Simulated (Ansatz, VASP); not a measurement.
**Two plane-wave programs on Si8Ni4B**

```
Si Ni B
1.0
     5.44288    0.00000    0.00000
     0.00000    5.44288    0.00000
     0.00000    0.00000    5.44288
Si Ni B
8 4 1
Direct
  0.28938 0.20041 0.25368
  0.20454 0.72706 0.80972
  0.70356 0.24581 0.72097
  0.68390 0.79962 0.28238
  0.19752 0.27121 0.75961
  0.21441 0.72967 0.27267
  0.88836 0.40022 0.15863
  0.71318 0.76293 0.78268
  0.97914 0.01242 0.02246
  0.95338 0.53257 0.53373
  0.42802 0.97696 0.56511
  0.49679 0.49552 0.02655
  0.63452 0.14216 0.11694
```

Alike in both runs: task single point; functional PBEsol; k mesh 3 × 3 × 3; occupations methfessel-paxton of order 1, width 0.1 eV; no spin polarisation.

|  | VASP | Ansatz |
| --- | --- | --- |
| version | VASP 6.6.1 | Ansatz 0.2.0 |
| potentials or method | VASP PAW PBE potentials, release 64 (Si, Ni, B), cutoff 520 eV | plane-wave PAW DFT |
| valence electrons in the cell | 75 | 107 |

Ansatz gave:

| Quantity | Value |
| --- | --- |
| rms of the force components (eV/Å) | 0.036 |

Estimate VASP's values.

rms of the force components (eV/Å): 0.032.

VASP's potentials were made for PBE, not for PBEsol, and Ansatz warns of the same on its side. Atom by atom the forces differ by 0.007 eV/Å (rms over components). VASP's potentials hold 75 valence electrons a cell and Ansatz's 107, so a difference there can come from the potentials and not from the codes.

The k mesh is coarse, so the values compare programs but aren't converged.
